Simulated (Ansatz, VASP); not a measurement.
BiSb2O2 in VASP and in Ansatz

Contents of INCAR:

```
SYSTEM = BiSb2O2
PREC     = Accurate       ! precision mode
ENCUT    = 600            ! plane-wave cutoff, eV
EDIFF    = 1E-6           ! SCF threshold, eV
ISMEAR   = 0              ! smearing method
SIGMA    = 0.1            ! smearing width, eV
LREAL    = .FALSE.        ! projectors in reciprocal space
LASPH    = .TRUE.         ! aspherical terms in the spheres
NELM     = 100            ! most SCF steps
ALGO     = Normal         ! electronic algorithm
ISIF     = 3              ! what is computed and relaxed
LWAVE    = .FALSE.        ! write WAVECAR
LCHARG   = .FALSE.        ! write CHGCAR
GGA      = PE             ! functional
IBRION   = 2              ! ionic algorithm
NSW      = 90             ! ionic steps
EDIFFG   = -0.04          ! ionic threshold
```

The input KPOINTS:

```
Automatic mesh
0
G
  4 4 4
  0 0 0
```

The input POSCAR:

```
BiSb2O2
1.0
    4.1656907300      0.0000000000      0.0000000000
    0.0000000000      4.1656907300      0.0000000000
    0.0000000000      0.0000000000      7.4495367900
Sb Bi O
2 1 2
Direct
    0.5000000000      0.5000000000      0.5000000000
    0.0000000000      0.0000000000      0.0000000000
    0.5000000000      0.5000000000      0.0000000000
    0.0000000000      0.0000000000      0.7898384100
    0.0000000000      0.0000000000      0.2101615900
```

Input for Ansatz:

```yaml
crystal:
  lattice:
    - [4.16569073, 0.0, 0.0]
    - [0.0, 4.16569073, 0.0]
    - [0.0, 0.0, 7.44953679]
  atoms:
    - { symbol: Sb, position: [0.5, 0.5, 0.5] }
    - { symbol: Sb, position: [0.0, 0.0, 0.0] }
    - { symbol: Bi, position: [0.5, 0.5, 0.0] }
    - { symbol: O, position: [0.0, 0.0, 0.78983841] }
    - { symbol: O, position: [0.0, 0.0, 0.21016159] }
basis:
  ecutwfc: 420
kpoints:
  mp_grid: { grid: [4, 4, 4] }
hamiltonian:
  xc: pbe
scf:
  occupations: { method: gaussian, width: 0.1 }
  lower_state_search: "off"
output:
  forces: true
  stress: true
  eigenvalues: true
relax:
  adjacent_minimum: "off"
  f_tol: 0.04
  max_steps: 70
  cell: { stress_tol: 0.4 }
```

Alike in both runs: task relaxation of cell and atoms; functional PBE; k mesh 4 × 4 × 4; occupations gaussian, width 0.1 eV; no spin polarisation.

|  | VASP | Ansatz |
| --- | --- | --- |
| version | VASP 6.6.1 | Ansatz 0.2.0 |
| potentials or method | VASP PAW PBE potentials, release 64 (Sb, Bi_d, O), cutoff 600 eV | scalar-relativistic, plane waves, PAW |
| valence electrons in the cell | 37 | 57 |

```tsv
	VASP	Ansatz	Ansatz less VASP
gap on the k mesh at the Fermi level, each at its own relaxed structure (eV)	none	none	-
relaxed volume (Å³/atom)	22.49	22.64	+0.147
relaxed length of the cell vector where the two differ most in proportion (Å)	4.169	4.179	+0.0099
```

A gap of «none» marks a metal or a gap that the smearing closes. VASP's potentials hold 37 valence electrons a cell and Ansatz's 57, so a difference there can come from the potentials and not from the codes.

The k mesh is coarse, so the values compare programs but aren't converged. Spin-orbit coupling is off throughout.
